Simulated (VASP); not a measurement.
A run of VASP 6.6.1 is set up as follows.

Contents of INCAR:

```
SYSTEM = In
PREC     = Accurate       ! precision mode
ENCUT    = 520            ! plane-wave cutoff, eV
EDIFF    = 1E-6           ! SCF threshold, eV
ISMEAR   = -1             ! smearing method
SIGMA    = 0.05           ! smearing width, eV
LREAL    = .False.        ! projectors in reciprocal space
LASPH    = .True.         ! aspherical terms in the spheres
NELM     = 100            ! most SCF steps
ALGO     = Normal         ! electronic algorithm
ISIF     = 2              ! what is computed and relaxed
LWAVE    = .False.        ! write WAVECAR
LCHARG   = .False.        ! write CHGCAR
GGA      = PE             ! functional
NBANDS   = 20             ! bands
```

Contents of KPOINTS:

```
regular mesh
0
Gamma
  13 13 13
  0 0 0
```

Contents of POSCAR:

```
In
1.0
   -2.7690201724      2.7690201724      1.4631125976
    2.7690201724     -2.7690201724      1.4631125976
    2.7690201724      2.7690201724     -1.4631125976
In
2
Direct
   -0.3750000000     -0.1250000000     -0.2500000000
    0.3750000000      0.1250000000      0.2500000000
```

Potentials or basis: VASP PAW PBE potentials, release 64 (In_d).

Run with:

```console
$ cat potpaw_PBE.64/In_d/POTCAR > POTCAR
$ mpirun -np 1 vasp_std > vasp.out
```

Question: Estimate the pressure.

Answer: 15.4 GPa.

Question: Predict the band gap on the k mesh.

Answer: Zero (bands 13 and 14 overlap by 6.91 eV).

Caveat: the cell stands under pressure; spin-orbit coupling is left out, which moves the levels of the heavy elements.
